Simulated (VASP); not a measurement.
Input of a VASP 6.6.1 run:

File INCAR:

```
ALGO = Normal
EDIFF = 1E-6
ENCUT = 520
GGA = PS
ISIF = 2
ISMEAR = -1
LASPH = True
LCHARG = False
LREAL = False
LWAVE = False
NBANDS = 16
NELM = 80
PREC = Accurate
SIGMA = 0.1
```

Contents of KPOINTS:

```
k-points
0
Gamma
  16 16 16
```

POSCAR

```
AlRu
1.0
    2.9770928978      0.0000000000      0.0000000000
    0.0000000000      2.9770928978      0.0000000000
    0.0000000000      0.0000000000      2.9770928978
Al Ru
1 1
Direct
    0.0000000000      0.0000000000      0.0000000000
    0.5000000000      0.5000000000      0.5000000000
```

Potentials or basis: VASP PAW PBE potentials, release 64 (Al, Ru_pv).

Run with:

```console
$ cat potpaw_PBE.64/Al/POTCAR potpaw_PBE.64/Ru_pv/POTCAR > POTCAR
$ mpirun -np 1 vasp_std > vasp.out
```

Question: Estimate the band gap on the k mesh.

Answer: Zero (an odd number of electrons rules out a gap without spin polarisation).

Question: Predict the pressure.

Answer: 0.1 GPa.

Caveat: the PAW data sets were made with another functional, which shifts forces and pressure a little.
